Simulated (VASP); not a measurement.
The system is PbS.

```xyz
2
Lattice="2.1405 1.2358 3.4973 -2.1405 1.2358 3.4973 0.0000 -2.4716 3.4973" Properties=species:S:1:pos:R:3 pbc="T T T"
Pb    0.0000    0.0000   10.2881
S     0.0000    0.0000    4.9841
```

Base run:

- Program: VASP 6.6.1
- Functional: PBEsol
- Potentials or basis: VASP PAW PBE potentials, release 64 (Pb_d, S)
- Cutoff: 520 eV
- k mesh: 8 × 8 × 8
- Occupations: fermi-dirac, width 0.05 eV
- Spin: no spin polarisation

Its results: band gap on the k mesh 0.48 eV, direct; pressure -3.9 GPa; largest force 0.012 eV/Å.

Q: The run is repeated on the same cell with these changes: functional from PBEsol to PBE0; k mesh from 8 × 8 × 8 to 4 × 4 × 4. What comes out?

A: Band gap on the k mesh 1.73 eV, direct; pressure -2.4 GPa; largest force 0.041 eV/Å.

Several settings changed at once, so the effect can't be laid on one alone.

Caveats: some runs use coarse meshes; the PAW data sets were made with another functional, which shifts forces and pressure a little; spin-orbit coupling is left out, which moves the levels of the heavy elements.

A k mesh can miss the band edges.
